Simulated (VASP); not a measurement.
Set up this calculation in VASP 6.6.1, as the native input.

```yaml
Task: single point
Functional: LDA
Potentials_or_basis: VASP PAW LDA potentials, release 64 (Hf_pv, N)
Cutoff: 520 eV
k_mesh: 8 × 8 × 4
Occupations: fermi-dirac, width 0.01 eV
Spin: no spin polarisation
Dipole_correction: no
Further_INCAR_settings: ALGO = Normal; EDIFF = 1e-06; NBANDS = 23
```

The structure of HfN lies in POSCAR:

```
HfN
1.0
    3.2053896892      0.0000000000      0.0000000000
   -1.6026948446      2.7759489601      0.0000000000
    0.0000000000      0.0000000000      5.5403197209
Hf N
2 2
Direct
    0.6666666667      0.3333333333      0.7500000000
    0.3333333333      0.6666666667      0.2500000000
    0.0000000000      0.0000000000      0.0000000000
    0.0000000000      0.0000000000      0.5000000000
```

These files were run (other wordings do the same):

INCAR

```
PREC = Accurate
ENCUT = 520
EDIFF = 1E-6
ISMEAR = -1
SIGMA = 0.01
LREAL = False
LASPH = True
NELM = 80
ALGO = Normal
ISIF = 2
LWAVE = False
LCHARG = False
NBANDS = 23
```

KPOINTS

```
regular mesh
0
Gamma
  8 8 4
```

Potentials or basis: VASP PAW LDA potentials, release 64 (Hf_pv, N).

Run with:

```sh
$ cat potpaw_LDA.64/Hf_pv/POTCAR potpaw_LDA.64/N/POTCAR > POTCAR
$ mpirun -np 1 vasp_std > vasp.out
```

Results of the run:

The pressure is -24.8 GPa. The band gap on the k mesh is zero (bands 15 and 16 overlap by 2.08 eV).

Caveat: the cell stands under tension; spin-orbit coupling is left out, which moves the levels of the heavy elements.

Wall time 45 s on 1 thread of Intel Xeon 8259CL, on a shared host, peak memory 0.16 GiB.
